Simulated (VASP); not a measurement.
Input of a VASP 6.6.1 run:

File INCAR:

```
SYSTEM = CdTe
ALGO = Normal ; EDIFF = 1E-6
ENCUT = 520 ; GGA = PS
ISIF = 2 ; ISMEAR = -1
LASPH = .True. ; LCHARG = .False.
LREAL = .False. ; LWAVE = .False.
NBANDS = 26 ; NELM = 80
PREC = Accurate ; SIGMA = 0.05
```

The input KPOINTS:

```
k-points
0
Gamma
  8 8 6
  0 0 0
```

POSCAR

```
CdTe
1.0
    2.9949950706     -2.9950188468      0.0000000000
    2.9949950706      2.9950188468      0.0000000000
    0.0000000000      0.0000000000      6.0152899029
Cd Te
2 2
Direct
    0.2500061465      0.7499938535      0.7500000000
    0.7499938535      0.2500061465      0.2500000000
    0.7499794732      0.2500205268      0.7500000000
    0.2500205268      0.7499794732      0.2500000000
```

Potentials or basis: VASP PAW PBE potentials, release 64 (Cd, Te).

Launch:

```bash
$ cat potpaw_PBE.64/Cd/POTCAR potpaw_PBE.64/Te/POTCAR > POTCAR
$ mpirun -np 1 vasp_std > vasp.out
```

Estimate the pressure.

0.3 GPa.

What does it give for the band gap on the k mesh?

Zero (bands 18 and 19 overlap by 1.49 eV).

Caveat: the PAW data sets were made with another functional, which shifts forces and pressure a little; spin-orbit coupling is left out, which moves the levels of the heavy elements.
